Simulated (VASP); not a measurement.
A run of VASP 6.6.1 is set up as follows.

INCAR

```
ALGO = Normal
EDIFF = 1E-7
ENCUT = 520
GGA = PE
ISIF = 2
ISMEAR = 0
LASPH = True
LCHARG = False
LREAL = False
LWAVE = False
NBANDS = 43
NELM = 60
PREC = Accurate
SIGMA = 0.1
```

Contents of KPOINTS:

```
k-points
0
Gamma
  4 4 4
```

POSCAR

```
Pb2Se
1.0
    6.6182109778      0.0000000000      0.0000000000
    0.0000000000      6.6182109778      0.0000000000
    0.0000000000      0.0000000000      4.2627963177
Pb Se
4 2
Direct
    0.3060000000      0.3060000000      0.0000000000
    0.1940000000      0.8060000000      0.5000000000
    0.6940000000      0.6940000000      0.0000000000
    0.8060000000      0.1940000000      0.5000000000
    0.0000000000      0.0000000000      0.0000000000
    0.5000000000      0.5000000000      0.5000000000
```

Potentials or basis: VASP PAW PBE potentials, release 64 (Pb_d, Se).

Command:

```bash
$ cat potpaw_PBE.64/Pb_d/POTCAR potpaw_PBE.64/Se/POTCAR > POTCAR
$ mpirun -np 1 vasp_std > vasp.out
```

Q: Estimate the band gap on the k mesh.

A: Zero (bands 34 and 35 overlap by 0.86 eV).

Q: What does it give for the pressure?

A: 9.0 GPa.

Q: What does it give for the largest force?

A: 0.727 eV/Å.

Forces in eV/Å, atoms in the order of the input:
```
Pb  -0.514 -0.514  0.000
Pb   0.514 -0.514  0.000
Pb   0.514  0.514  0.000
Pb  -0.514  0.514  0.000
Se   0.000  0.000  0.000
Se   0.000  0.000  0.000
```

Caveat: the k points lie up to 0.37 Å⁻¹ apart, too coarse for converged energies and pressures of a metal; spin-orbit coupling is left out, which moves the levels of the heavy elements.
